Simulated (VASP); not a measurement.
# CO2 (Pa-3) in VASP: electric field gradients with PBE

Aim: the electric field gradients of CO2 with PBE.

Everything below comes from runs of VASP 6.6.1. Logs are shortened: lines on timing, memory, paths and dates and some standing lists are left out, and cuts for length are marked.

### 1 The cell of the first run

Symmetry: Pa-3, No. 205, cubic system. The conventional cell has a = 5.494 Å, b = 5.494 Å, c = 5.494 Å, α = 90.00°, β = 90.00°, γ = 90.00°. C (site symmetry -3) has 2 O at 1.17 Å within 1.6 Å. Within 1.6 Å of O (site symmetry 3) lie 1 C at 1.17 Å.

### 2 Electric field gradients, PBE

INCAR

```
PREC = Accurate ; ENCUT = 520
EDIFF = 1E-8 ; ISMEAR = -1
SIGMA = 0.02 ; LREAL = F
LASPH = T ; NELM = 60
ALGO = Normal ; ISIF = 2
LWAVE = F ; LCHARG = F
GGA = PE ; LEFG = T
NBANDS = 44
```

KPOINTS

```
Automatic mesh
0
Gamma
  5 5 5
```

POSCAR

```
CO2
1.0
    5.4942000000      0.0000000000      0.0000000000
    0.0000000000      5.4942000000      0.0000000000
    0.0000000000      0.0000000000      5.4942000000
C O
4 8
Direct
    0.0000000000      0.0000000000      0.0000000000
    0.5000000000      0.0000000000      0.5000000000
    0.5000000000      0.5000000000      0.0000000000
    0.0000000000      0.5000000000      0.5000000000
    0.1227033770      0.1227033770      0.1227033770
    0.3772966230      0.8772966230      0.6227033770
    0.6227033770      0.3772966230      0.8772966230
    0.8772966230      0.6227033770      0.3772966230
    0.8772966230      0.8772966230      0.8772966230
    0.6227033770      0.1227033770      0.3772966230
    0.3772966230      0.6227033770      0.1227033770
    0.1227033770      0.3772966230      0.6227033770
```

Potentials or basis: VASP PAW PBE potentials, release 64 (C, O).

Launch:

```sh
cat potpaw_PBE.64/C/POTCAR potpaw_PBE.64/O/POTCAR > POTCAR
mpirun -np 1 vasp_std > vasp.out
```

OUTCAR:

```text
PREC = Accurate
   ENCUT = 520
   EDIFF = 1E-8
   ISMEAR = -1
   LREAL = F
   LASPH = T
   NELM = 60
   ISIF = 2
   GGA = PE

 ion  position               nearest neighbor table
   1  0.000  0.000  0.000-   5 1.17   9 1.17
   2  0.500  0.000  0.500-   6 1.17  10 1.17
   3  0.500  0.500  0.000-   7 1.17  11 1.17
   4  0.000  0.500  0.500-   8 1.17  12 1.17
   5  0.123  0.123  0.123-   1 1.17
   6  0.377  0.877  0.623-   2 1.17
   7  0.623  0.377  0.877-   3 1.17
   8  0.877  0.623  0.377-   4 1.17
   9  0.877  0.877  0.877-   1 1.17
  10  0.623  0.123  0.377-   2 1.17
  11  0.377  0.623  0.123-   3 1.17
  12  0.123  0.377  0.623-   4 1.17

  LATTYP: Found a simple cubic cell.
 ALAT       =     5.4942000000

  Lattice vectors:

 A1 = (   5.4942000000,   0.0000000000,   0.0000000000)
 A2 = (   0.0000000000,   5.4942000000,   0.0000000000)
 A3 = (   0.0000000000,   0.0000000000,   5.4942000000)

Analysis of symmetry for initial positions (statically):
=====================================================================
 Subroutine PRICEL returns:
 Original cell was already a primitive cell.

 Routine SETGRP: Setting up the symmetry group for a
 simple cubic supercell.

 Subroutine GETGRP returns: Found 24 space group operations
 (whereof  6 operations were pure point group operations)
 out of a pool of 48 trial point group operations.

The static configuration has the point symmetry S_6 .
 The point group associated with its full space group is T_h .

Analysis of symmetry for dynamics (positions and initial velocities):
=====================================================================
 Subroutine PRICEL returns:
 Original cell was already a primitive cell.

 Routine SETGRP: Setting up the symmetry group for a
 simple cubic supercell.

 Subroutine GETGRP returns: Found 24 space group operations
 (whereof  6 operations were pure point group operations)
 out of a pool of 48 trial point group operations.

The dynamic configuration has the point symmetry S_6 .
 The point group associated with its full space group is T_h .

 Subroutine INISYM returns: Found 24 space group operations
 (whereof  6 operations are pure point group operations),
 and found     1 'primitive' translations

----------------------------------------------------------------------------------------

                                     Primitive cell

  volume of cell :     165.8492

  direct lattice vectors                    reciprocal lattice vectors
     5.494200000  0.000000000  0.000000000     0.182010120  0.000000000  0.000000000
     0.000000000  5.494200000  0.000000000     0.000000000  0.182010120  0.000000000
     0.000000000  0.000000000  5.494200000     0.000000000  0.000000000  0.182010120

  length of vectors
     5.494200000  5.494200000  5.494200000     0.182010120  0.182010120  0.182010120

  position of ions in fractional coordinates (direct lattice)
     0.000000000  0.000000000  0.000000000
     0.500000000  0.000000000  0.500000000
     0.500000000  0.500000000  0.000000000
     0.000000000  0.500000000  0.500000000
     0.122703377  0.122703377  0.122703377
     0.377296623  0.877296623  0.622703377
     0.622703377  0.377296623  0.877296623
     0.877296623  0.622703377  0.377296623
     0.877296623  0.877296623  0.877296623
     0.622703377  0.122703377  0.377296623
     0.377296623  0.622703377  0.122703377
     0.122703377  0.377296623  0.622703377

  ion indices of the primitive-cell ions
   primitive index   ion index
                 1           1
                 2           2
                 3           3
                 4           4
                 5           5
                 6           6
                 7           7
                 8           8
                 9           9
                10          10
                11          11
                12          12

----------------------------------------------------------------------------------------

 KPOINTS: Automatic mesh

Automatic generation of k-mesh.
 Grid dimensions read from file:
 generate k-points for:    5    5    5

 Generating k-lattice:

  Cartesian coordinates                     Fractional coordinates (reciprocal lattice)
     0.036402024  0.000000000  0.000000000     0.200000000  0.000000000  0.000000000
     0.000000000  0.036402024  0.000000000     0.000000000  0.200000000  0.000000000
[... 37 lines left out ...]
   ICHARG =      2    charge: 1-file 2-atom 10-const
   ISPIN  =      1    spin polarized calculation?
   LNONCOLLINEAR =      F non collinear calculations
   LSORBIT =      F    spin-orbit coupling
   LASPH  =      T    aspherical Exc in radial PAW
   ENCUT  =  520.0 eV  38.22 Ry    6.18 a.u.  10.22 10.22 10.22*2*pi/ulx,y,z
   NELM   =     60;   NELMIN=  2; NELMDL= -5     # of ELM steps
   EDIFF  = 0.1E-07   stopping-criterion for ELM
   LREAL  =      F    real-space projection
   EDIFFG = 0.1E-06   stopping-criterion for IOM
   NSW    =      0    number of steps for IOM
   IBRION =     -1    ionic relax: 0-MD 1-quasi-New 2-CG
   NFREE  =      0    steps in history (QN), initial steepest desc. (CG)
   ISIF   =      2    stress and relaxation
   ISYM   =      2    0-nonsym 1-usesym 2-fastsym
   POTIM  = 0.5000    time-step for ionic-motion
   TEBEG  =    0.0;   TEEND  =   0.0 temperature during run
   PSTRESS=    0.0 pullay stress
   NELECT =      64.0000    total number of electrons
   NUPDOWN=      -1.0000    fix difference up-down
   EMIN   =  10.00;   EMAX   =-10.00  energy-range for DOS
   EFERMI =   0.00;   METHOD = LEGACY
   ISMEAR =    -1;   SIGMA  =   0.02  broadening in eV -4-tet -1-fermi 0-gaus
   EFERMI_NEDOS =   21; number of points for ismear=-14 and -15
   IALGO  =     38    algorithm
   IMIX   =      4    mixing-type and parameters
     AMIX     =   0.40;   BMIX     =  1.00
     AMIX_MAG =   1.60;   BMIX_MAG =  1.00
  volume/ion in A,a.u.               =      13.82        93.27
  Fermi-wavevector in a.u.,A,eV,Ry     =   1.191874  2.252315 19.327943  1.420564
  Thomas-Fermi vector in A             =   2.327925
   LORBIT       =      0    0 simple, 1 ext, 2 COOP (PROOUT), +10 PAW based schemes
   GGA     = PE    functional components
   LHFCALC =     F    Hartree Fock is set to
   AEXX    =    0.0000 exact exchange contribution
   IVDW    =     0    specifies the selected vdW correction
   LEPSILON=     F    determine dielectric tensor
   LRPA    =     F    only Hartree local field effects (RPA)
 non-spin polarized calculation
  energy-cutoff  :      520.00
  volume of cell :      165.85
 maximum number of plane-waves:      4477
 NGX is ok and might be reduce to    42
   NGX = 21   NGY = 21   NGZ = 21

 number of electron      63.9999992 magnetization

 Free energy of the ion-electron system (eV)
  ---------------------------------------------------
  ext. energy  EPLUGINS =         0.00000000
  ---------------------------------------------------
  free energy    TOTEN  =       -91.99863041 eV

  energy without entropy =      -91.99863041  energy(sigma->0) =      -91.99863041

 E-fermi :  -2.7285     XC(G=0):  -8.1645

 val. band max:       -3.2512815974   @ k =   0.0000   0.0000   0.0000
 cond. band min:       3.5906012159   @ k =   0.0000   0.0000   0.0000
 fundamental gap:      6.8418828133
 Fermi energy:        -2.7285394287

 k-point     1 :       0.0000    0.0000    0.0000
  band No.  band energies     occupation
      1     -23.9449      2.00000
      2     -23.6818      2.00000
      3     -23.6818      2.00000
      4     -23.6818      2.00000
      5     -22.7693      2.00000
      6     -22.7693      2.00000
[... 506 lines left out ...]
     43       6.7253      0.00000
     44       6.7253      0.00000

------------------------ aborting loop because EDIFF is reached ----------------------------------------

  FORCE on cell =-STRESS in cart. coord.  units (eV):
  Direction    XX          YY          ZZ          XY          YZ          ZX
  --------------------------------------------------------------------------------------
  -------------------------------------------------------------------------------------
  Total        3.9809554      3.9809554      3.9809554      0.0000000      0.0000000     -0.0000000
  in kB       38.4578053     38.4578053     38.4578053      0.0000000      0.0000000     -0.0000000
  external PRESSURE =      38.4578053 kB  Pullay stress =       0.0000000 kB

 VOLUME and BASIS-vectors are now :
 -----------------------------------------------------------------------------
  energy-cutoff  :      520.00
  volume of cell :      165.85
      direct lattice vectors                 reciprocal lattice vectors
     5.494200000  0.000000000  0.000000000     0.182010120  0.000000000  0.000000000
     0.000000000  5.494200000  0.000000000     0.000000000  0.182010120  0.000000000
     0.000000000  0.000000000  5.494200000     0.000000000  0.000000000  0.182010120

 POSITION                                       TOTAL-FORCE (eV/Angst)
 -----------------------------------------------------------------------------------
      0.00000      0.00000      0.00000        -0.000000     -0.000000      0.000000
      2.74710      0.00000      2.74710        -0.000000     -0.000000      0.000000
      2.74710      2.74710      0.00000        -0.000000     -0.000000      0.000000
      0.00000      2.74710      2.74710        -0.000000     -0.000000      0.000000
      0.67416      0.67416      0.67416         0.371818      0.371818      0.371818
      2.07294      4.82004      3.42126        -0.371818     -0.371818      0.371818
      3.42126      2.07294      4.82004         0.371818     -0.371818     -0.371818
      4.82004      3.42126      2.07294        -0.371818      0.371818     -0.371818
      4.82004      4.82004      4.82004        -0.371818     -0.371818     -0.371818
      3.42126      0.67416      2.07294         0.371818      0.371818     -0.371818
      2.07294      3.42126      0.67416        -0.371818      0.371818      0.371818
      0.67416      2.07294      3.42126         0.371818     -0.371818      0.371818
 -----------------------------------------------------------------------------------
    total drift:                                0.000000      0.000000     -0.000000

  FREE ENERGIE OF THE ION-ELECTRON SYSTEM (eV)
  ---------------------------------------------------
  free  energy   TOTEN  =       -91.9986304126 eV

  energy  without entropy=      -91.9986304126  energy(sigma->0) =      -91.99863041

 Electric field gradients (V/A^2)
---------------------------------------------------------------------
 ion       V_xx      V_yy      V_zz      V_xy      V_xz      V_yz
---------------------------------------------------------------------
   1       0.000     0.000     0.000   -25.050   -25.050   -25.050
   2       0.000     0.000     0.000   -25.050    25.050    25.050
   3       0.000    -0.000     0.000    25.050    25.050   -25.050
   4       0.000     0.000     0.000    25.050   -25.050    25.050
   5      -0.000    -0.000     0.000    34.214    34.214    34.214
   6       0.000     0.000    -0.000    34.214   -34.214   -34.214
   7      -0.000    -0.000     0.000   -34.214   -34.214    34.214
   8       0.000     0.000    -0.000   -34.214    34.214   -34.214
   9      -0.000    -0.000     0.000    34.214    34.214    34.214
  10       0.000     0.000     0.000    34.214   -34.214   -34.214
  11      -0.000    -0.000     0.000   -34.214   -34.214    34.214
  12       0.000     0.000    -0.000   -34.214    34.214   -34.214
---------------------------------------------------------------------

 Electric field gradients after diagonalization (V/A^2)
 (convention: |V_zz| > |V_xx| > |V_yy|)
----------------------------------------------------------------------
 ion       V_xx      V_yy      V_zz     asymmetry (V_yy - V_xx)/ V_zz
----------------------------------------------------------------------
   1      25.050    25.050   -50.100       0.000
   2      25.050    25.050   -50.100       0.000
   3      25.050    25.050   -50.100       0.000
   4      25.050    25.050   -50.100       0.000
   5     -34.214   -34.214    68.429       0.000
   6     -34.214   -34.214    68.429       0.000
   7     -34.214   -34.214    68.429       0.000
   8     -34.214   -34.214    68.429       0.000
   9     -34.214   -34.214    68.429       0.000
  10     -34.214   -34.214    68.429       0.000
  11     -34.214   -34.214    68.429       0.000
  12     -34.214   -34.214    68.429       0.000
----------------------------------------------------------------------

           NMR quadrupolar parameters

 Cq : quadrupolar parameter    Cq=e*Q*V_zz/h
 eta: asymmetry parameters     (V_yy - V_xx)/ V_zz
 Q  : nuclear electric quadrupole moment in mb (millibarn)
----------------------------------------------------------------------
 ion       Cq(MHz)       eta       Q (mb)
----------------------------------------------------------------------
   1      -0.121       0.000       1.000
   2      -0.121       0.000       1.000
   3      -0.121       0.000       1.000
   4      -0.121       0.000       1.000
   5       0.165       0.000       1.000
   6       0.165       0.000       1.000
   7       0.165       0.000       1.000
   8       0.165       0.000       1.000
   9       0.165       0.000       1.000
  10       0.165       0.000       1.000
  11       0.165       0.000       1.000
  12       0.165       0.000       1.000
----------------------------------------------------------------------
```

It took 70 s on 1 thread of Intel Xeon Platinum 8375C at 2.90GHz (Ice Lake), shared host; peak memory 0.26 GiB.

Results:

| Quantity | Value |
| --- | --- |
| Free energy | -91.9986 eV |
| Pressure | 3.8 GPa |
| Largest force | 0.644 eV/Å |
| Band gap on the k mesh | 6.84 eV, direct |

Forces on the atoms (eV/Å):
```
C    0.000  0.000  0.000
C    0.000  0.000  0.000
C    0.000  0.000  0.000
C    0.000  0.000  0.000
O    0.372  0.372  0.372
O   -0.372 -0.372  0.372
O    0.372 -0.372 -0.372
O   -0.372  0.372 -0.372
O   -0.372 -0.372 -0.372
O    0.372  0.372 -0.372
O   -0.372  0.372  0.372
O    0.372 -0.372  0.372
```

Electric field gradients, principal values (V/Å²):
| atom | least | middle | greatest (by size) |
| --- | --- | --- | --- |
| 1 C | 25.050 | 25.050 | -50.100 |
| 2 C | 25.050 | 25.050 | -50.100 |
| 3 C | 25.050 | 25.050 | -50.100 |
| 4 C | 25.050 | 25.050 | -50.100 |
| 5 O | -34.214 | -34.214 | 68.429 |
| 6 O | -34.214 | -34.214 | 68.429 |
| 7 O | -34.214 | -34.214 | 68.429 |
| 8 O | -34.214 | -34.214 | 68.429 |
| 9 O | -34.214 | -34.214 | 68.429 |
| 10 O | -34.214 | -34.214 | 68.429 |
| 11 O | -34.214 | -34.214 | 68.429 |
| 12 O | -34.214 | -34.214 | 68.429 |

Caveat: without QUAD_EFG the Cq values of the log hold for a quadrupole moment of 1 mb, not for the nuclei. PBE gaps usually lie below the measured ones, often by a third to a half.
